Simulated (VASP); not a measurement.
# Mg33O31 (a cell with a defect) in VASP: single point with PBEsol

Aim: the single point of Mg33O31 (a cell with a defect) with PBEsol.

Program: VASP 6.6.1. These are calculated values, not measurements. Logs are shortened: lines on timing, memory, paths and dates and some standing lists are left out, and cuts for length are marked.

### Step 1. The cell of the first run

The cell holds a defect, 64 atoms: a = 8.429 Å, b = 8.429 Å, c = 8.429 Å, α = 90.00°, β = 90.00°, γ = 90.00°.

### Step 2. Single point, PBEsol, collinear spin

INCAR

```
PREC     = Accurate       # precision mode
ENCUT    = 520            # plane-wave cutoff, eV
EDIFF    = 1E-7           # SCF threshold, eV
ISMEAR   = -1             # smearing method
SIGMA    = 0.05           # smearing width, eV
LREAL    = Auto         
LASPH    = True           # aspherical terms in the spheres
NELM     = 150            # most SCF steps
ALGO     = Normal         # electronic algorithm
ISIF     = 2              # what is computed and relaxed
LWAVE    = False          # write WAVECAR
LCHARG   = True           # write CHGCAR
ISPIN    = 2              # spin polarisation
MAGMOM   = 0 0 0 0 0 0 0 0 0 0 0 0 0 0 0 0 0 0 0 0 0 0 0 0 0 0 0 0 0 0 0 0.143 0 0 0 0.143 0 0 0 0.143 0 0.143 0 0.143 0 0 0 0 0 0 0.143 0.143 0 0 0 0 0 0 0 0 0 0 0 0 # initial moments
LORBIT   = 11             # projections on sites
NUPDOWN  = 1.0            # fixed moment
GGA      = PS             # functional
LELF     = True           # ELF
LVHAR    = True         
NELECT   = 253.0        
ISYM     = 0            
NBANDS   = 168            # bands
```

KPOINTS

```
Automatic mesh
0
Gamma
  1 1 1
  0.25 0.25 0.25
```

POSCAR

```
Mg33O31
1.0
    8.4288080000      0.0000000000      0.0000000000
    0.0000000000      8.4288080000      0.0000000000
    0.0000000000      0.0000000000      8.4288080000
O Mg
31 33
Direct
    0.2486420000      0.9982930000      0.0020430000
    0.2476600000      0.0134550000      0.5027920000
    0.2475620000      0.4978120000      0.9878400000
    0.7484520000      0.9987260000      0.0018130000
    0.7486410000      0.9989590000      0.5017870000
    0.7479880000      0.4988860000      0.0020030000
    0.7631910000      0.4979230000      0.5027870000
    0.9977450000      0.2480060000      0.9983020000
    0.9960210000      0.2463210000      0.5012620000
    0.9965170000      0.7498120000      0.0029300000
    0.9855140000      0.7655500000      0.5050170000
    0.4995530000      0.2468220000      0.0028930000
    0.5152070000      0.2358690000      0.5049680000
    0.4996270000      0.7498530000      0.0021210000
    0.5036400000      0.7537430000      0.4949740000
    0.9964200000      0.9970480000      0.2508500000
    0.9975050000      0.0019660000      0.7525240000
    0.9807780000      0.4963510000      0.2322770000
    0.9983120000      0.4998640000      0.7517030000
    0.5000920000      0.9996980000      0.2505080000
    0.4995940000      0.9984590000      0.7534520000
    0.5016030000      0.5035430000      0.2512150000
    0.5182770000      0.4936790000      0.7686370000
    0.2461340000      0.2309800000      0.2322790000
    0.2496040000      0.2486280000      0.7516890000
    0.2533180000      0.7518400000      0.2510830000
    0.2433740000      0.7686460000      0.7688430000
    0.7467790000      0.2466900000      0.2508380000
    0.7516770000      0.2477780000      0.7525150000
    0.7494760000      0.7503260000      0.2504960000
    0.7481660000      0.7498680000      0.7534800000
    0.3257390000      0.5763350000      0.4204220000
    0.9981730000      0.9984950000      0.0017220000
    0.9915450000      0.0070920000      0.5012650000
    0.9908510000      0.4998810000      0.9919230000
    0.0080430000      0.5017120000      0.4951800000
    0.4989760000      0.9980530000      0.0024300000
    0.5010900000      0.9981910000      0.5013390000
    0.5002030000      0.4990030000      0.0044660000
    0.5402250000      0.4685180000      0.5371730000
    0.2496210000      0.2411050000      0.9919120000
    0.2515000000      0.2583100000      0.4951290000
    0.2487430000      0.7504560000      0.0045290000
    0.2180240000      0.7905950000      0.5375860000
    0.7482340000      0.2484360000      0.0017050000
    0.7567650000      0.2418580000      0.5012730000
    0.7477930000      0.7492390000      0.0024350000
    0.7479580000      0.7513780000      0.5013400000
    0.2489980000      0.9963130000      0.2499210000
    0.2491630000      0.0085680000      0.7591560000
    0.2103130000      0.4604460000      0.2096250000
    0.2548740000      0.5051570000      0.7420710000
    0.7476950000      0.9979490000      0.2512170000
    0.7485600000      0.9988370000      0.7523460000
    0.7461080000      0.4992600000      0.2498820000
    0.7582160000      0.4994170000      0.7590690000
    0.9923730000      0.2426370000      0.2500620000
    0.9998440000      0.2501210000      0.7496850000
    0.9996050000      0.7464960000      0.2533680000
    0.9939720000      0.7515520000      0.7570580000
    0.4962650000      0.2498180000      0.2533300000
    0.5013070000      0.2443240000      0.7569600000
    0.5056160000      0.7558320000      0.2465100000
    0.4958390000      0.7461070000      0.7491860000
```

Potentials or basis: VASP PAW PBE potentials, release 64 (O, Mg).

The run is started by

```console
cat potpaw_PBE.64/O/POTCAR potpaw_PBE.64/Mg/POTCAR > POTCAR
mpirun -np 1 vasp_std > vasp.out
```

OUTCAR:

```text
PREC = Accurate
   ENCUT = 520
   EDIFF = 1E-7
   ISMEAR = -1
   LREAL = Auto
   LASPH = True
   NELM = 150
   ISIF = 2
   ISPIN = 2
   LORBIT = 11
   NUPDOWN = 1.0
   GGA = PS
   NELECT = 253.0
   ISYM = 0

 ion  position               nearest neighbor table
   1  0.249  0.998  0.002-  41 2.05  50 2.05  43 2.09  49 2.09  37 2.11  33 2.11
   2  0.248  0.013  0.503-  44 1.92  42 2.07  49 2.14  38 2.14  34 2.16  50 2.16
   3  0.248  0.498  0.988-  51 1.92  52 2.07  39 2.13  43 2.13  41 2.16  35 2.16
   4  0.748  0.999  0.002-  53 2.10  54 2.10  37 2.10  47 2.10  45 2.10  33 2.10
   5  0.749  0.999  0.502-  46 2.05  34 2.05  38 2.09  48 2.09  54 2.11  53 2.11
   6  0.748  0.499  0.002-  35 2.05  56 2.05  39 2.09  55 2.09  47 2.11  45 2.11
   7  0.763  0.498  0.503-  40 1.92  36 2.07  55 2.14  48 2.14  46 2.16  56 2.16
   8  0.998  0.248  0.998-  58 2.10  45 2.10  33 2.10  57 2.12  35 2.12  41 2.12
   9  0.996  0.246  0.501-  34 2.02  46 2.02  58 2.09  57 2.12  36 2.16  42 2.16
  10  0.997  0.750  0.003-  60 2.07  33 2.10  47 2.10  35 2.11  59 2.11  43 2.13
  11  0.986  0.766  0.505-  44 1.99  48 2.01  34 2.04  60 2.13  59 2.13  36 2.23
  12  0.500  0.247  0.003-  62 2.07  45 2.10  37 2.10  41 2.11  61 2.11  39 2.13
  13  0.515  0.236  0.505-  40 1.99  38 2.01  46 2.04  62 2.13  61 2.13  42 2.23
  14  0.500  0.750  0.002-  63 2.06  47 2.09  37 2.09  39 2.11  43 2.11  64 2.13
  15  0.504  0.754  0.495-  48 2.06  38 2.06  63 2.09  64 2.14  32 2.21  40 2.45  44 2.45
  16  0.996  0.997  0.251-  57 2.07  53 2.10  33 2.10  59 2.11  34 2.11  49 2.13
  17  0.998  0.002  0.753-  58 2.09  54 2.10  33 2.10  60 2.11  34 2.12  50 2.12
  18  0.981  0.496  0.232-  51 1.97  55 1.98  35 2.03  59 2.12  57 2.15  36 2.23
  19  0.998  0.500  0.752-  56 2.02  35 2.03  58 2.11  60 2.12  36 2.16  52 2.16
  20  0.500  1.000  0.251-  63 2.06  53 2.09  37 2.09  61 2.11  38 2.11  49 2.12
  21  0.500  0.998  0.753-  62 2.07  54 2.10  37 2.10  50 2.11  38 2.13  64 2.13
  22  0.502  0.504  0.251-  55 2.06  39 2.08  63 2.13  61 2.14  32 2.15  40 2.45  51 2.51
  23  0.518  0.494  0.769-  40 1.97  39 1.99  56 2.02  62 2.11  64 2.14  52 2.23
  24  0.246  0.231  0.232-  51 1.97  49 1.98  41 2.03  61 2.12  57 2.15  42 2.23
  25  0.250  0.249  0.752-  50 2.02  41 2.03  58 2.11  62 2.12  42 2.16  52 2.16
  26  0.253  0.752  0.251-  49 2.06  43 2.08  63 2.13  59 2.14  32 2.14  44 2.45  51 2.51
  27  0.243  0.769  0.769-  44 1.97  43 1.99  50 2.02  60 2.11  64 2.14  52 2.23
  28  0.747  0.247  0.251-  57 2.07  53 2.10  45 2.10  61 2.11  46 2.11  55 2.13
  29  0.752  0.248  0.753-  58 2.09  54 2.10  45 2.10  62 2.11  46 2.12  56 2.12
  30  0.749  0.750  0.250-  63 2.06  53 2.09  47 2.09  59 2.11  48 2.11  55 2.12
  31  0.748  0.750  0.753-  60 2.07  47 2.10  54 2.10  56 2.11  48 2.13  64 2.13
  32  0.326  0.576  0.420-  26 2.14  22 2.15  15 2.21  51 2.25  44 2.25  40 2.25  63 2.60  36 2.82
                            42 2.82  52 2.84  59 3.41  61 3.41  64 3.43
  33  0.998  0.998  0.002-  10 2.10  16 2.10  17 2.10   8 2.10   4 2.10   1 2.11  60 2.93  57 2.94
                            50 2.94  41 2.95  43 2.97  54 2.97  49 2.97  47 2.98  45 2.98  53 2.98
  34  0.992  0.007  0.501-   9 2.02  11 2.04   5 2.05  16 2.11  17 2.12   2 2.16  44 2.66  46 2.80
                            57 2.90  58 2.93  53 2.94  54 2.95  48 2.98  59 3.03  49 3.03  42 3.05
  35  0.991  0.500  0.992-  19 2.03  18 2.03   6 2.05  10 2.11   8 2.12   3 2.16  51 2.63  56 2.77
                            60 2.90  58 2.93  47 2.94  45 2.95  55 3.00  59 3.03  43 3.03  52 3.06
  36  0.008  0.502  0.495-   7 2.07   9 2.16  19 2.16  18 2.23  11 2.23  32 2.82  59 2.90  42 2.90
                            52 2.94  51 2.97  57 3.01  58 3.02  55 3.02  44 3.03  48 3.04  46 3.05
  37  0.499  0.998  0.002-  20 2.09  14 2.09  12 2.10  21 2.10   4 2.10   1 2.11  63 2.90  62 2.93
                            41 2.94  50 2.94  49 2.97  53 2.97  47 2.97  43 2.97  45 2.98  54 2.98
  38  0.501  0.998  0.501-  13 2.01  15 2.06   5 2.09  20 2.11  21 2.13   2 2.14  48 2.94  53 2.96
                            63 2.96  54 2.97  44 2.97  46 2.98  61 2.98  64 2.98  62 2.99  49 3.00
  39  0.500  0.499  0.004-  23 1.99  22 2.08   6 2.09  14 2.11  12 2.13   3 2.13  55 2.93  47 2.97
                            61 2.97  45 2.97  63 2.97  62 2.99  64 2.99  43 3.00  56 3.00  51 3.01
  40  0.540  0.469  0.537-   7 1.92  23 1.97  13 1.99  32 2.25  15 2.45  22 2.45  56 2.63  46 2.66
                            62 2.67  64 2.97  48 2.97  52 2.98  55 2.99  42 3.03  61 3.04  63 3.46
  41  0.250  0.241  0.992-  25 2.03  24 2.03   1 2.05  12 2.11   8 2.12   3 2.16  51 2.63  50 2.77
[... 33 lines left out ...]
  58  1.000  0.250  0.750-  17 2.09  29 2.09   9 2.09   8 2.10  19 2.11  25 2.11  50 2.93  56 2.93
                            34 2.93  46 2.93  35 2.93  41 2.93  54 3.00  45 3.00  33 3.00  36 3.02
  59  1.000  0.746  0.253-  30 2.11  10 2.11  16 2.11  18 2.12  11 2.13  26 2.14  36 2.90  43 2.97
                            49 2.98  48 2.98  55 2.98  47 3.00  53 3.00  33 3.00  51 3.02  35 3.03
  60  0.994  0.752  0.757-  31 2.07  10 2.07  27 2.11  17 2.11  19 2.12  11 2.13  44 2.66  35 2.90
                            56 2.91  47 2.93  33 2.93  54 2.94  48 2.99  43 2.99  52 3.03  34 3.05
[... 240 lines left out ...]
 spin polarized calculation
  energy-cutoff  :      520.00
  volume of cell :      598.82
 maximum number of plane-waves:     16125
 NGX is ok and might be reduce to    64
   NGX = 31   NGY = 31   NGZ = 31

 number of electron     253.0000004 magnetization       1.0000000

 Free energy of the ion-electron system (eV)
  ---------------------------------------------------
  ext. energy  EPLUGINS =         0.00000000
  ---------------------------------------------------
  free energy    TOTEN  =      -371.98203187 eV

  energy without entropy =     -371.94650125  energy(sigma->0) =     -371.96426656

 E-fermi :   8.4521     XC(G=0): -11.3542

 val. band max:        8.4255800802   @ k =  -0.2500  -0.2500   0.2500
 cond. band min:       8.4975378638   @ k =  -0.2500  -0.2500   0.2500
 fundamental gap:      0.0719577836
 Fermi energy:         8.3468210533

 spin component 1

 k-point     1 :       0.2500    0.2500    0.2500
  band No.  band energies     occupation
      1     -14.0083      1.00000
      2     -13.6601      1.00000
      3     -13.6588      1.00000
      4     -13.5370      1.00000
      5     -13.3488      1.00000
      6     -13.3459      1.00000
[... 553 lines left out ...]
    137      11.3796      0.00000
    138      11.4630      0.00000
 Fermi energy:         8.4521081766

 spin component 2

 k-point     1 :       0.2500    0.2500    0.2500
  band No.  band energies     occupation
      1     -14.0003      1.00000
      2     -13.6513      1.00000
      3     -13.6487      1.00000
      4     -13.5308      1.00000
      5     -13.3392      1.00000
      6     -13.3387      1.00000
[... 553 lines left out ...]
    137      11.4249      0.00000
    138      11.5335      0.00000
 [bands above 138 left out]

------------------------ aborting loop because EDIFF is reached ----------------------------------------

  FORCE on cell =-STRESS in cart. coord.  units (eV):
  Direction    XX          YY          ZZ          XY          YZ          ZX
  --------------------------------------------------------------------------------------
  -------------------------------------------------------------------------------------
  Total       41.6874719     41.6647963     40.9642874     -4.5066363      6.3723419      6.2992125
  in kB      111.5366657    111.4759961    109.6017537    -12.0577037     17.0494811     16.8538204
  external PRESSURE =     110.8714718 kB  Pullay stress =       0.0000000 kB

 VOLUME and BASIS-vectors are now :
 -----------------------------------------------------------------------------
  energy-cutoff  :      520.00
  volume of cell :      598.82
      direct lattice vectors                 reciprocal lattice vectors
     8.428808000  0.000000000  0.000000000     0.118640738  0.000000000  0.000000000
     0.000000000  8.428808000  0.000000000     0.000000000  0.118640738  0.000000000
     0.000000000  0.000000000  8.428808000     0.000000000  0.000000000  0.118640738

 POSITION                                       TOTAL-FORCE (eV/Angst)
 -----------------------------------------------------------------------------------
      2.09576      8.41442      0.01722         0.000644     -0.005437     -0.001524
      2.08748      0.11341      4.23794         0.006894      0.016607      0.003544
      2.08665      4.19596      8.32631         0.000923      0.000513     -0.038741
      6.30856      8.41807      0.01528        -0.002350     -0.003320     -0.004176
      6.31015      8.42003      4.22947        -0.012568     -0.011578      0.004880
      6.30465      4.20501      0.01688        -0.002976      0.000754     -0.001629
[... 56 lines left out ...]
      4.26174      6.37076      2.07779        -0.011267     -0.011637     -0.047871
      4.17933      6.28879      6.31474         0.028689      0.029170      0.055839
 -----------------------------------------------------------------------------------
    total drift:                               -0.009124     -0.004734      0.010844

  FREE ENERGIE OF THE ION-ELECTRON SYSTEM (eV)
  ---------------------------------------------------
  free  energy   TOTEN  =      -371.9820318717 eV

  energy  without entropy=     -371.9465012536  energy(sigma->0) =     -371.96426656

 total charge

# of ion       s       p       d       tot
------------------------------------------
    1        1.543   3.562   0.000   5.104
    2        1.543   3.554   0.000   5.098
    3        1.544   3.551   0.000   5.095
    4        1.540   3.546   0.000   5.086
    5        1.542   3.562   0.000   5.104
    6        1.543   3.562   0.000   5.104
[... 56 lines left out ...]
   63        0.160   0.196   0.088   0.443
   64        0.150   0.171   0.073   0.394
--------------------------------------------------
tot         53.439 116.324   2.705 172.467

 magnetization (x)

# of ion       s       p       d       tot
------------------------------------------
    1       -0.000   0.003   0.000   0.002
    2       -0.000   0.001   0.000   0.001
    3       -0.001   0.001   0.000  -0.000
    4       -0.001  -0.000   0.000  -0.001
    5        0.000   0.004   0.000   0.004
    6       -0.000   0.003   0.000   0.002
[... 56 lines left out ...]
   63       -0.001   0.000   0.000  -0.000
   64       -0.001   0.000   0.000  -0.001
--------------------------------------------------
tot          0.095   0.305   0.033   0.433
```

It took 30 min on 1 thread of Intel Xeon Platinum 8259CL at 2.50GHz (Skylake/Cascade Lake), shared host; peak memory 1.1 GiB.

What came out:

```yaml
Free_energy: -371.9820 eV
Largest_force: 0.080 eV/Å
Net_moment: 1.00 μB per cell
Site_moments: O +0.00, -0.00, +0.03, +0.01, +0.02; Mg +0.08, -0.00, +0.00, +0.03, +0.05, +0.02, +0.04, +0.01 μB
Valence_electrons_inside_the_program's_atomic_spheres: O 5.10, 5.09, 5.08, 5.06, 5.11, 5.05; Mg 0.59, 0.42, 0.45, 0.41, 0.43, 0.53, 0.54, 0.44, 0.55, 0.40, 0.39
```

Forces in eV/Å, atoms in the order of the input:
```
O    0.001 -0.005 -0.002
O    0.007  0.017  0.004
O    0.001  0.001 -0.039
O   -0.002 -0.003 -0.004
O   -0.013 -0.012  0.005
O   -0.003  0.001 -0.002
O    0.016  0.006  0.002
O   -0.002 -0.002  0.028
O    0.010  0.008 -0.021
O    0.001  0.004 -0.001
O   -0.010  0.007  0.000
O    0.004  0.000 -0.002
O    0.009 -0.009  0.001
O   -0.001  0.000 -0.032
O   -0.019 -0.019  0.043
O   -0.002  0.028 -0.005
O   -0.001  0.009  0.005
O   -0.037 -0.060 -0.009
O   -0.022 -0.004  0.020
O    0.003 -0.013  0.004
O   -0.001 -0.040 -0.003
O    0.037  0.027  0.003
O    0.002  0.059  0.017
O   -0.061 -0.038 -0.011
O   -0.004 -0.022  0.021
O    0.026  0.035  0.004
O    0.059  0.002  0.019
O    0.030 -0.003 -0.007
O    0.010 -0.002  0.006
O   -0.015  0.005  0.005
O   -0.041  0.000 -0.004
Mg  -0.009 -0.013 -0.052
Mg   0.005  0.014  0.006
Mg   0.001 -0.034 -0.009
Mg  -0.013 -0.009 -0.022
Mg   0.009  0.062  0.036
Mg  -0.004 -0.009 -0.006
Mg  -0.003  0.045  0.003
Mg   0.008  0.012  0.017
Mg  -0.005 -0.075 -0.027
Mg  -0.008 -0.012 -0.021
Mg   0.061  0.009  0.035
Mg   0.012  0.008  0.016
Mg  -0.074 -0.004 -0.030
Mg   0.013  0.005  0.006
Mg  -0.034  0.002 -0.009
Mg  -0.009 -0.004 -0.005
Mg   0.045 -0.004  0.003
Mg  -0.007  0.000 -0.011
Mg   0.004  0.024  0.014
Mg   0.026  0.027 -0.009
Mg  -0.046 -0.045  0.017
Mg   0.014  0.013 -0.004
Mg  -0.006 -0.006 -0.003
Mg  -0.002 -0.008 -0.011
Mg   0.025  0.004  0.015
Mg  -0.016 -0.016 -0.033
Mg   0.023  0.024  0.024
Mg   0.025  0.000  0.035
Mg  -0.002 -0.029 -0.033
Mg  -0.001  0.026  0.036
Mg  -0.029 -0.003 -0.033
Mg  -0.011 -0.012 -0.048
Mg   0.029  0.029  0.056
```

Caveat: the k points lie up to 0.75 Å⁻¹ apart; the cell carries a net charge on a neutralising background, which shifts energy and pressure; the cell is charged against a uniform background, so pressure and absolute levels hang on convention; the PAW data sets were made with another functional, which shifts forces and pressure a little; the total moment is fixed, so each spin has its own Fermi level.
